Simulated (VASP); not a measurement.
Crystal: TiN.

```
CELL_PARAMETERS angstrom
0.00000 2.11900 2.11900
2.11900 0.00000 2.11900
2.11900 2.11900 0.00000
ATOMIC_POSITIONS crystal
Ti 0.00000 0.00000 0.00000
N 0.50000 0.50000 0.50000
```

- Program: VASP 6.6.1
- Task: relaxation of cell and atoms
- Functional: PBEsol
- Potentials or basis: VASP PAW PBE potentials, release 64 (Ti_sv, N)
- Cutoff: 600 eV
- k mesh: 20 × 20 × 20
- Occupations: fermi-dirac, width 0.1 eV
- Spin: no spin polarisation

At the start: pressure -6.4 GPa; volume 9.51 Å³/atom.

Q: Where does the relaxation end?

A: Over 4 steps the energy falls by 4.3 meV/atom and the volume is 9.30 Å³/atom (-2.3 %); space group Fm-3m (No. 225, to 0.1 Å) before and after.

Step by step:
| step | energy change (eV) | largest force (eV/Å) | pressure (GPa) | volume (Å³) |
| --- | --- | --- | --- | --- |
| 1 | 0.0000 | 0.0000 | -6.42 | 19.03 |
| 2 | 0.0107 | 0.0000 | 10.54 | 18.00 |
| 3 | -0.0087 | 0.0000 | -0.05 | 18.61 |
| 4 | -0.0087 | 0.0000 | 0.02 | 18.60 |

Final structure:
```
Ti N
1.0
     0.00000    2.10293    2.10293
     2.10293    0.00000    2.10293
     2.10293    2.10293    0.00000
Ti N
1 1
Direct
  0.00000 0.00000 0.00000
  0.50000 0.50000 0.50000
```

Caveat: the PAW data sets were made with another functional, which shifts forces and pressure a little; an odd number of electrons without spin polarisation forces a metal; a magnetic or distorted state may lie lower.
